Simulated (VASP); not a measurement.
# PbSe (Clausthalite): single point with PBE

PbSe (Clausthalite):

```
CELL_PARAMETERS angstrom
0.00000 3.06969 3.06969
3.06969 0.00000 3.06969
3.06969 3.06969 0.00000
ATOMIC_POSITIONS crystal
Pb 0.00000 0.00000 0.00000
Se 0.50000 0.50000 0.50000
```

| Property | Result |
| --- | --- |
| Program | VASP 6.6.1 |
| Task | single point |
| Functional | PBE |
| Potentials or basis | VASP PAW PBE potentials, release 64 (Pb_d, Se) |
| Cutoff | 520 eV |
| k mesh | 4 × 4 × 4 |
| Occupations | gaussian, width 0.01 eV |
| Spin | no spin polarisation |
| Dipole correction | no |
| Further INCAR settings | ALGO = Normal; EDIFF = 1e-07; NBANDS = 17 |

```json
{
  "Pressure": "1.9 GPa",
  "Band gap on the k mesh": "0.32 eV, direct"
}
```

Levels at points of the mesh, in eV from the valence-band top:
| k point | band 8 | band 9 | band 10 | band 11 | band 12 | band 13 |
| --- | --- | --- | --- | --- | --- | --- |
| (0.00, 0.00, 0.00) | -1.83 | -1.83 | -1.83 | 4.70 | 4.70 | 4.70 |
| (0.50, 0.00, 0.00) | -1.43 | -1.43 | 0.00 | 0.32 | 1.73 | 1.73 |
| (0.50, 0.50, 0.00) | -4.90 | -3.17 | -3.17 | 3.74 | 5.59 | 5.59 |

Run time: 20 s on 1 thread of Intel Xeon 8259CL, on a shared host, peak memory 0.17 GiB.

Caveat: the k points lie up to 0.44 Å⁻¹ apart; spin-orbit coupling is left out, which moves the levels of the heavy elements. A k mesh can miss the band edges.
